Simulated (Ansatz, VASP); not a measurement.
**Pd in VASP and in Ansatz**

Contents of INCAR:

```
SYSTEM = Pd
PREC = Accurate
ENCUT = 520
EDIFF = 1E-7
ISMEAR = 0
SIGMA = 0.15
LREAL = .False.
LASPH = .True.
NELM = 60
ALGO = Normal
ISIF = 2
LWAVE = .False.
LCHARG = .False.
GGA = PS
NBANDS = 11
```

Contents of KPOINTS:

```
regular mesh
0
Gamma
  20 20 20
  0 0 0
```

File POSCAR:

```
Pd
1.0
    0.0000000000      1.8671040000      2.1004920000
    1.8671040000      0.0000000000      2.1004920000
    1.8671040000      1.8671040000      0.0000000000
Pd
1
Direct
    0.0000000000      0.0000000000      0.0000000000
```

Input for Ansatz:

```yaml
crystal:
  lattice:
    - [0.0, 1.867104, 2.100492]
    - [1.867104, 0.0, 2.100492]
    - [1.867104, 1.867104, 0.0]
  atoms:
    - { symbol: Pd, position: [0.0, 0.0, 0.0] }
basis:
  ecutwfc: 420
kpoints:
  mp_grid: { grid: [20, 20, 20] }
hamiltonian:
  xc: pbesol
scf:
  occupations: { method: gaussian, width: 0.15 }
output:
  forces: true
  stress: true
  eigenvalues: true
  write_density: true
  write_potential: true
  elf: true
  volumetric_format: npy
```

Change from the starting cell: strain -0.040 along x and y, +0.080 along z, atoms carried along.

Alike in both runs: task single point; functional PBEsol; k mesh 20 × 20 × 20; occupations gaussian, width 0.15 eV; no spin polarisation.

```csv
,VASP,Ansatz
version,VASP 6.6.1,Ansatz 0.2.0
potentials or method,"VASP PAW PBE potentials, release 64 (Pd), cutoff 520 eV","scalar-relativistic, plane waves, PAW"
valence electrons in the cell,10,18
```

```csv
,VASP,Ansatz,Ansatz less VASP
gap on the k mesh at the Fermi level (eV),none,none,-
pressure (GPa),-0.4,0.0,+0.37
"traceless stress, the component that is largest in VASP (GPa)",-6.70,-6.80,-0.099
```

VASP's potentials were made for PBE, not for PBEsol. A gap of «none» marks a metal or a gap that the smearing closes. The functional is the same, so the differences come from potentials, cutoffs and numerics. VASP's potentials hold 10 valence electrons a cell and Ansatz's 18, so a difference there can come from the potentials and not from the codes.
